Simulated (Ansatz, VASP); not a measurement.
## PtRhSe3: VASP beside Ansatz

```
Rh Pt Se
1.0
     4.92176    0.00000    0.00000
     0.00000    4.92176    0.00000
     0.00000    0.00000    4.92176
Rh Pt Se
1 1 3
Direct
  0.00000 0.00000 0.00000
  0.50000 0.50000 0.50000
  0.00000 0.50000 0.50000
  0.50000 0.00000 0.50000
  0.50000 0.50000 0.00000
```

Change from the starting cell: species swapped into the TiPbO3 type (Pm-3m, No. 221).

Alike in both runs: functional PBE; k mesh 4 × 4 × 4; occupations gaussian, width 0.1 eV; collinear spin.

Ansatz relaxed the structure, and its values are those at the end. VASP's run is a single point on that final structure, the one shown.

|  | VASP | Ansatz |
| --- | --- | --- |
| version | VASP 6.6.1 | Ansatz 0.2.0 |
| potentials or method | VASP PAW PBE potentials, release 64 (Rh_pv, Pt, Se), cutoff 500 eV | scalar-relativistic, plane waves, PAW |
| valence electrons in the cell | 43 | 83 |

VASP gave:

- gap on the k mesh at the Fermi level (eV): none
- pressure (GPa): 0.0
- net moment per atom (μB): 0.40
- size of the moment on the site where the two differ most (μB): 1.38

Question: What did Ansatz give for the same quantities?

Answer: gap on the k mesh at the Fermi level (eV): none; pressure (GPa): 0.0; net moment per atom (μB): 0.40; size of the moment on the site where the two differ most (μB): 1.42.

Site moments also hang on the region over which each program counts them. A gap of «none» marks a metal or a gap that the smearing closes. The functional is the same, so the differences come from potentials, cutoffs and numerics. VASP's potentials hold 43 valence electrons a cell and Ansatz's 83, so a difference there can come from the potentials and not from the codes.

Spin-orbit coupling is off throughout.
